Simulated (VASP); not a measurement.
Here is a VASP 6.6.1 calculation.

POSCAR

```
AlN
1.0
    0.0000000000      2.1521271168      2.2504476450
    2.1521271168      0.0000000000      2.2504476450
    2.1521271168      2.1521271168      0.0000000000
Al N
1 1
Direct
    0.0000000000      0.0000000000      0.0000000000
    0.7500000000      0.7500000000      0.7500000000
```

The input INCAR.step1:

```
PREC     = Accurate       # precision mode
ENCUT    = 520            # plane-wave cutoff, eV
ISMEAR   = 0              # smearing method
SIGMA    = 0.05           # smearing width, eV
LREAL    = False          # projectors in reciprocal space
LASPH    = True           # aspherical terms in the spheres
NELM     = 60             # most SCF steps
NBANDS   = 11             # bands
GGA      = PE             # functional
ALGO     = Normal         # electronic algorithm
EDIFF    = 1E-4           # SCF threshold, eV
LWAVE    = True           # write WAVECAR
LCHARG   = False          # write CHGCAR
```

Contents of INCAR.step2:

```
PREC     = Accurate       # precision mode
ENCUT    = 520            # plane-wave cutoff, eV
EDIFF    = 1E-7           # SCF threshold, eV
ISMEAR   = 0              # smearing method
SIGMA    = 0.05           # smearing width, eV
LREAL    = False          # projectors in reciprocal space
LASPH    = True           # aspherical terms in the spheres
NELM     = 60             # most SCF steps
ALGO     = Normal         # electronic algorithm
ISIF     = 2              # what is computed and relaxed
LWAVE    = False          # write WAVECAR
LCHARG   = True           # write CHGCAR
METAGGA  = R2SCAN         # meta-GGA
LMIXTAU  = True         
LELF     = True           # ELF
LVHAR    = True         
NBANDS   = 11             # bands
ISTART   = 1
```

Contents of KPOINTS:

```
Automatic mesh
0
Gamma
  10 10 10
```

Potentials or basis: VASP PAW PBE potentials, release 64 (Al, N).

The run is started by

```console
$ cat potpaw_PBE.64/Al/POTCAR potpaw_PBE.64/N/POTCAR > POTCAR
$ cp INCAR.step1 INCAR
$ mpirun -np 1 vasp_std > vasp.out
$ cp INCAR.step2 INCAR
$ mpirun -np 1 vasp_std > vasp.out
```

Question: Estimate the pressure.

Answer: -0.4 GPa.

Question: What does it give for the band gap on the k mesh?

Answer: 3.79 eV, indirect (least direct gap 4.80 eV).

Stress tensor (GPa, compression positive):
```
 2.09  0.00  0.00
 0.00  2.09  0.00
 0.00  0.00 -5.42
```

Caveat: the cell differs from its parent crystal (strain -0.015 along x and y, +0.030 along z); the PAW data sets were made with another functional, which shifts forces and pressure a little. A k mesh can miss the band edges.
